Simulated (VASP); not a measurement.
Wanted: the native input for a VASP 6.6.1 run.

- Task: single point
- Functional: r2SCAN
- Potentials or basis: VASP PAW PBE potentials, release 64 (Sr_sv)
- Cutoff: 520 eV
- k mesh: 12 × 12 × 8
- Occupations: gaussian, width 0.15 eV
- Spin: no spin polarisation
- Dipole correction: no
- Further INCAR settings: ALGO = Normal; EDIFF = 1e-06; NBANDS = 17

Crystal: Sr.

```
CELL_PARAMETERS angstrom
3.94908 0.00000 0.00000
-1.97454 3.42001 0.00000
0.00000 0.00000 8.39753
ATOMIC_POSITIONS crystal
Sr 0.33333 0.66667 0.25000
Sr 0.66667 0.33333 0.75000
```

This isn't the form of Sr at room conditions, which is fcc.

This cell differs from its parent crystal: ratio of the length along z to the lengths across it x 1.3, volume and fractional coordinates fixed.

One way to write it, as run:

POSCAR

```
Sr
1.0
    3.9490822119      0.0000000000      0.0000000000
   -1.9745411060      3.4200055171      0.0000000000
    0.0000000000      0.0000000000      8.3975258976
Sr
2
Direct
    0.3333333333      0.6666666667      0.2500000000
    0.6666666667      0.3333333333      0.7500000000
```

INCAR.step1

```
SYSTEM = Sr
PREC = Accurate
ENCUT = 520
ISMEAR = 0
SIGMA = 0.15
LREAL = .FALSE.
LASPH = .TRUE.
NELM = 60
NBANDS = 17
GGA = PE
ALGO = Normal
EDIFF = 1E-4
LWAVE = .TRUE.
LCHARG = .FALSE.
```

INCAR.step2

```
SYSTEM = Sr
PREC = Accurate
ENCUT = 520
EDIFF = 1E-6
ISMEAR = 0
SIGMA = 0.15
LREAL = .FALSE.
LASPH = .TRUE.
NELM = 60
ALGO = Normal
ISIF = 2
LWAVE = .FALSE.
LCHARG = .FALSE.
METAGGA = R2SCAN
LMIXTAU = .TRUE.
NBANDS = 17
ISTART = 1
```

KPOINTS

```
regular mesh
0
G
  12 12 8
  0 0 0
```

Potentials or basis: VASP PAW PBE potentials, release 64 (Sr_sv).

The run is started by

```console
$ cat potpaw_PBE.64/Sr_sv/POTCAR > POTCAR
$ cp INCAR.step1 INCAR
$ mpirun -np 1 vasp_std > vasp.out
$ cp INCAR.step2 INCAR
$ mpirun -np 1 vasp_std > vasp.out
```

Results of the run:

| Property | Result |
| --- | --- |
| Pressure | 0.9 GPa |
| Band gap on the k mesh | zero (bands 10 and 11 overlap by 1.33 eV) |

Caveat: the stress differs along the axes, from -4 to 3 GPa; the PAW data sets were made with another functional, which shifts forces and pressure a little.

It took 9.9 min on 1 thread of Intel(R) Xeon(R) Platinum 8259CL CPU @ 2.50GHz (Skylake/Cascade Lake), on a shared host, peak memory 0.35 GiB.
